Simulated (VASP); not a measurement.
# Ge (Imma) in VASP: notebook, part 2 of 2

VASP 6.6.1.

### 4 Single point, LDA

INCAR

```
PREC = Accurate ; ENCUT = 520
EDIFF = 1E-6 ; ISMEAR = -1
SIGMA = 0.1 ; LREAL = F
LASPH = T ; NELM = 60
ALGO = Normal ; ISIF = 2
LWAVE = F ; LCHARG = F
NBANDS = 21
```

KPOINTS

```
Automatic mesh
0
Gamma
  11 11 11
```

POSCAR

```
Ge
1.0
    3.9142560000      0.0000000000      0.0000000000
   -2.8592321031      2.6732362062      0.0000000000
   -0.3237519431     -1.4170344138      3.6343635183
Ge
2
Direct
    0.1859430000      0.9359430000      0.2500000000
    0.8140570000      0.0640570000      0.7500000000
```

Potentials or basis: VASP PAW LDA potentials, release 64 (Ge_d).

Launch:

```sh
$ cat potpaw_LDA.64/Ge_d/POTCAR > POTCAR
$ mpirun -np 1 vasp_std > vasp.out
```

OUTCAR:

```text
PREC = Accurate
   ENCUT = 520
   EDIFF = 1E-6
   ISMEAR = -1
   LREAL = F
   LASPH = T
   NELM = 60
   ISIF = 2

 ion  position               nearest neighbor table
   1  0.186  0.936  0.250-   2 2.68   2 2.68   2 2.72   2 2.72
   2  0.814  0.064  0.750-   1 2.68   1 2.68   1 2.72   1 2.72

  LATTYP: Found a body centered orthorhombic cell.
 ALAT       =     2.8738940894
 B/A-ratio  =     1.7369450546
 C/A-ratio  =     1.8447884144

  Lattice vectors:

 A1 = (  -2.8592321031,   2.6732362062,   0.0000000000)
 A2 = (  -0.7312719538,  -1.2562017924,  -3.6343635183)
 A3 = (  -0.3237519431,  -1.4170344138,   3.6343635183)

Analysis of symmetry for initial positions (statically):
=====================================================================
 Subroutine PRICEL returns:
 Original cell was already a primitive cell.

 Routine SETGRP: Setting up the symmetry group for a
 body centered orthorhombic supercell.

 Subroutine GETGRP returns: Found  8 space group operations
 (whereof  4 operations were pure point group operations)
 out of a pool of  8 trial point group operations.

The static configuration has the point symmetry C_2h.
 The point group associated with its full space group is D_2h.

Analysis of symmetry for dynamics (positions and initial velocities):
=====================================================================
 Subroutine PRICEL returns:
 Original cell was already a primitive cell.

 Routine SETGRP: Setting up the symmetry group for a
 body centered orthorhombic supercell.

 Subroutine GETGRP returns: Found  8 space group operations
 (whereof  4 operations were pure point group operations)
 out of a pool of  8 trial point group operations.

The dynamic configuration has the point symmetry C_2h.
 The point group associated with its full space group is D_2h.

 Subroutine INISYM returns: Found  8 space group operations
 (whereof  4 operations are pure point group operations),
 and found     1 'primitive' translations

----------------------------------------------------------------------------------------

                                     Primitive cell

  volume of cell :      38.0290

  direct lattice vectors                    reciprocal lattice vectors
     3.914256000  0.000000000  0.000000000     0.255476392  0.273251686  0.129298574
    -2.859232103  2.673236206  0.000000000     0.000000000  0.374078429  0.145852776
    -0.323751943 -1.417034414  3.634363518     0.000000000  0.000000000  0.275151342

  length of vectors
     3.914256000  3.914256000  3.914256000     0.395793876  0.401506791  0.275151342

  position of ions in fractional coordinates (direct lattice)
     0.185943000  0.935943000  0.250000000
     0.814057000  0.064057000  0.750000000

  ion indices of the primitive-cell ions
   primitive index   ion index
                 1           1
                 2           2

----------------------------------------------------------------------------------------

 KPOINTS: Automatic mesh

Automatic generation of k-mesh.
 Grid dimensions read from file:
 generate k-points for:   11   11   11

 Generating k-lattice:

  Cartesian coordinates                     Fractional coordinates (reciprocal lattice)
     0.023225127  0.024841062  0.011754416     0.090909091  0.000000000  0.000000000
     0.000000000  0.034007130  0.013259343     0.000000000  0.090909091  0.000000000
     0.000000000  0.000000000  0.025013758     0.000000000  0.000000000  0.090909091

  Length of vectors
     0.035981261  0.036500617  0.025013758

  Shift w.r.t. Gamma in fractional coordinates (k-lattice)
     0.000000000  0.000000000  0.000000000

 Subroutine IBZKPT returns following result:
 ===========================================

 Found    216 irreducible k-points:

 Following reciprocal coordinates:
            Coordinates               Weight
  0.000000  0.000000  0.000000      1.000000
  0.090909  0.000000  0.000000      4.000000
  0.181818  0.000000 -0.000000      4.000000
  0.272727  0.000000  0.000000      4.000000
  0.363636  0.000000 -0.000000      4.000000
  0.454545  0.000000  0.000000      4.000000
[... 16 lines left out ...]
  0.454545  0.181818  0.000000      8.000000
 -0.454545  0.181818 -0.000000      8.000000
 [... further k-points ...]
   k-points           NKPTS =    216   k-points in BZ     NKDIM =    216   number of bands    NBANDS=     21
   number of dos      NEDOS =    301   number of ions     NIONS =      2
   total plane-waves  NPLWV =  27000
   dimension x,y,z NGX =    30 NGY =   30 NGZ =   30
   dimension x,y,z NGXF=    60 NGYF=   60 NGZF=   60
   ions per type =               2
   NGX,Y,Z   is equivalent  to a cutoff of  12.74, 12.74, 12.74 a.u.
   NGXF,Y,Z  is equivalent  to a cutoff of  25.48, 25.48, 25.48 a.u.
 SYSTEM =  unknown system
   PREC   = accura    normal or accurate (medium, high low for compatibility)
   ISTART =      0    job   : 0-new  1-cont  2-samecut
   ICHARG =      2    charge: 1-file 2-atom 10-const
   ISPIN  =      1    spin polarized calculation?
   LNONCOLLINEAR =      F non collinear calculations
   LSORBIT =      F    spin-orbit coupling
   LASPH  =      T    aspherical Exc in radial PAW
   ENCUT  =  520.0 eV  38.22 Ry    6.18 a.u.   7.28  7.28  7.28*2*pi/ulx,y,z
   NELM   =     60;   NELMIN=  2; NELMDL= -5     # of ELM steps
   EDIFF  = 0.1E-05   stopping-criterion for ELM
   LREAL  =      F    real-space projection
   EDIFFG = 0.1E-04   stopping-criterion for IOM
   NSW    =      0    number of steps for IOM
   IBRION =     -1    ionic relax: 0-MD 1-quasi-New 2-CG
   NFREE  =      0    steps in history (QN), initial steepest desc. (CG)
   ISIF   =      2    stress and relaxation
   ISYM   =      2    0-nonsym 1-usesym 2-fastsym
   POTIM  = 0.5000    time-step for ionic-motion
   TEBEG  =    0.0;   TEEND  =   0.0 temperature during run
   PSTRESS=    0.0 pullay stress
   NELECT =      28.0000    total number of electrons
   NUPDOWN=      -1.0000    fix difference up-down
   EMIN   =  10.00;   EMAX   =-10.00  energy-range for DOS
   EFERMI =   0.00;   METHOD = LEGACY
   ISMEAR =    -1;   SIGMA  =   0.10  broadening in eV -4-tet -1-fermi 0-gaus
   EFERMI_NEDOS =   21; number of points for ismear=-14 and -15
   IALGO  =     38    algorithm
   IMIX   =      4    mixing-type and parameters
     AMIX     =   0.40;   BMIX     =  1.00
     AMIX_MAG =   1.60;   BMIX_MAG =  1.00
  volume/ion in A,a.u.               =      19.01       128.32
  Fermi-wavevector in a.u.,A,eV,Ry     =   1.478277  2.793539 29.732857  2.185303
  Thomas-Fermi vector in A             =   2.592578
   LORBIT       =      0    0 simple, 1 ext, 2 COOP (PROOUT), +10 PAW based schemes
   GGA     = CA    functional components
   LHFCALC =     F    Hartree Fock is set to
   AEXX    =    0.0000 exact exchange contribution
   IVDW    =     0    specifies the selected vdW correction
   LEPSILON=     F    determine dielectric tensor
   LRPA    =     F    only Hartree local field effects (RPA)
 non-spin polarized calculation
  energy-cutoff  :      520.00
  volume of cell :       38.03
 maximum number of plane-waves:      1044
 NGX is ok and might be reduce to    30
   NGX = 15   NGY = 15   NGZ = 15

 number of electron      28.0000014 magnetization

 Free energy of the ion-electron system (eV)
  ---------------------------------------------------
  ext. energy  EPLUGINS =         0.00000000
  ---------------------------------------------------
  free energy    TOTEN  =        -9.99521607 eV

  energy without entropy =       -9.96840417  energy(sigma->0) =       -9.98181012

 E-fermi :   6.2546     XC(G=0): -11.4745

 val. band max:        6.2500345338   @ k =  -0.2727   0.3636   0.1818
 cond. band min:       6.2620574124   @ k =   0.4545   0.2727   0.0909
 fundamental gap:      0.0120228786
 Fermi energy:         6.2545852268

 k-point     1 :       0.0000    0.0000    0.0000
  band No.  band energies     occupation
      1     -18.5778      2.00000
      2     -18.5004      2.00000
      3     -18.4988      2.00000
      4     -18.4954      2.00000
      5     -18.4624      2.00000
      6     -18.4251      2.00000
[... 13 lines left out ...]
     20      17.0617      0.00000
     21      18.9518      0.00000

 k-point     2 :       0.0909    0.0000    0.0000
  band No.  band energies     occupation
      1     -18.5716      2.00000
      2     -18.4943      2.00000
      3     -18.4914      2.00000
      4     -18.4867      2.00000
      5     -18.4641      2.00000
      6     -18.4276      2.00000
[... 520 lines left out ...]
 k-point    24 :      -0.4545    0.1818   -0.0000
  band No.  band energies     occupation
      1     -18.5067      2.00000
      2     -18.4715      2.00000
      3     -18.4610      2.00000
      4     -18.4447      2.00000
      5     -18.4381      2.00000
      6     -18.4036      2.00000
[... 13 lines left out ...]
     20      17.1253      0.00000
     21      17.3292      0.00000

 [... further k-points ...]
[... 5 lines left out ...]
  --------------------------------------------------------------------------------------
  -------------------------------------------------------------------------------------
  Total       -0.9714239     -1.0510255     -0.9335985     -0.0372117      0.0704675     -0.1785516
  in kB      -40.9264847    -44.2801309    -39.3328854     -1.5677439      2.9688244     -7.5224528
  external PRESSURE =     -41.5131670 kB  Pullay stress =       0.0000000 kB

 VOLUME and BASIS-vectors are now :
 -----------------------------------------------------------------------------
  energy-cutoff  :      520.00
  volume of cell :       38.03
      direct lattice vectors                 reciprocal lattice vectors
     3.914256000  0.000000000  0.000000000     0.255476392  0.273251686  0.129298574
    -2.859232103  2.673236206  0.000000000     0.000000000  0.374078429  0.145852776
    -0.323751943 -1.417034414  3.634363518     0.000000000  0.000000000  0.275151342

 POSITION                                       TOTAL-FORCE (eV/Angst)
 -----------------------------------------------------------------------------------
     -2.02919      2.14774      0.90859        -0.022051     -0.055874     -0.000000
      2.76046     -0.89154      2.72577         0.022051      0.055874      0.000000
 -----------------------------------------------------------------------------------
    total drift:                                0.000000     -0.000000      0.000000

  FREE ENERGIE OF THE ION-ELECTRON SYSTEM (eV)
  ---------------------------------------------------
  free  energy   TOTEN  =        -9.9952160726 eV

  energy  without entropy=       -9.9684041706  energy(sigma->0) =       -9.98181012
```

OSZICAR:

```text
N       E                     dE             d eps       ncg     rms          rms(c)
DAV:   1     0.176005961553E+03    0.17601E+03   -0.14347E+04 10347   0.372E+03
DAV:   2     0.139135821165E+02   -0.16209E+03   -0.15743E+03  9127   0.595E+02
DAV:   3    -0.936271992518E+01   -0.23276E+02   -0.23075E+02 10327   0.132E+02
DAV:   4    -0.100232710539E+02   -0.66055E+00   -0.66002E+00 10278   0.257E+01
DAV:   5    -0.100330977721E+02   -0.98267E-02   -0.98265E-02 10271   0.345E+00    0.207E+00
DAV:   6    -0.100067499706E+02    0.26348E-01   -0.22205E-02 12354   0.238E+00    0.114E+00
DAV:   7    -0.999556249230E+01    0.11187E-01   -0.14128E-02 12395   0.162E+00    0.110E-01
DAV:   8    -0.999521829535E+01    0.34420E-03   -0.19831E-03 11317   0.774E-01    0.400E-02
DAV:   9    -0.999521624225E+01    0.20531E-05   -0.48558E-05 11058   0.853E-02    0.102E-02
DAV:  10    -0.999521607261E+01    0.16964E-06   -0.36146E-06  9723   0.261E-02
   1 F= -.99952161E+01 E0= -.99818101E+01  d E =-.268119E-01
```

stdout:

```text
POSCAR found type information on POSCAR Ge
 POSCAR found :  1 types and       2 ions
 scaLAPACK will be used
 LDA part: xc-table for (Slater(with rela. corr.)+CA(PZ))
 , standard interpolation
 POSCAR, INCAR and KPOINTS ok, starting setup
 FFT: planning ... GRIDC
 FFT: planning ... GRID_SOFT
 FFT: planning ... GRID
 WAVECAR not read
 entering main loop
```

Wall time 3.7 min (1 thread of Intel Xeon Platinum 8488C (Sapphire Rapids), shared host); peak memory 0.25 GiB.

What came out:

- Free energy: -9.9952 eV
- Pressure: -4.2 GPa
- Largest force: 0.060 eV/Å
- Band gap on the k mesh: zero (bands 14 and 15 overlap by 5.13 eV)

Forces in eV/Å, atoms in the order of the input:
```
Ge  -0.022 -0.056  0.000
Ge   0.022  0.056  0.000
```

Caveat: the cell stands under tension.
